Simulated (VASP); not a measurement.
The system is LiF.

```xyz
2
Lattice="0.0000 1.6906 1.6906 1.6906 0.0000 1.6906 1.6906 1.6906 0.0000" Properties=species:S:1:pos:R:3 pbc="T T T"
Li    0.0000    0.0000    0.0000
F     1.6906    1.6906    1.6906
```

```yaml
Program: VASP 6.6.1
Task: relaxation of cell and atoms
Functional: PBE
Potentials_or_basis: VASP PAW PBE potentials, release 64 (Li_sv, F_h)
Cutoff: 910 eV
k_mesh: 12 × 12 × 12
Occupations: fermi-dirac, width 0.02 eV
Spin: no spin polarisation
```

At the start: pressure 119.9 GPa; volume 4.83 Å³/atom.

Task: How do energy, volume and symmetry change on relaxing?

Result: Over 4 steps the energy falls by 622.3 meV/atom and the volume is 6.84 Å³/atom (+41.6 %); space group Fm-3m (No. 225, to 0.05 Å).

The path:
```
step  energy change (eV)  largest force (eV/Å)  pressure (GPa)  volume (Å³)
   1              0.0000                0.0000          119.89         9.66
   2             -1.0441                0.0000          -31.40        15.65
   3             -1.2440                0.0000            1.67        13.60
   4             -1.2445                0.0000            0.06        13.69
```

Final structure:
```cif
data_structure
_symmetry_space_group_name_H-M 'P 1'
_symmetry_Int_Tables_number 1
_cell_length_a 2.6850
_cell_length_b 2.6850
_cell_length_c 2.6850
_cell_angle_alpha 60.000
_cell_angle_beta 60.000
_cell_angle_gamma 60.000
_cell_volume 13.69
loop_
_atom_site_label
_atom_site_type_symbol
_atom_site_fract_x
_atom_site_fract_y
_atom_site_fract_z
_atom_site_occupancy
Li1 Li 0.00000 0.00000 0.00000 1
F1 F 0.50000 0.50000 0.50000 1
```

Caveat: the cutoff is under 1.25 times the usual one of these potentials, so pressure, stress and relaxed cells hold a basis-set (Pulay) error; the volume moved by over 15 % at a fixed basis, so the end points are rough.
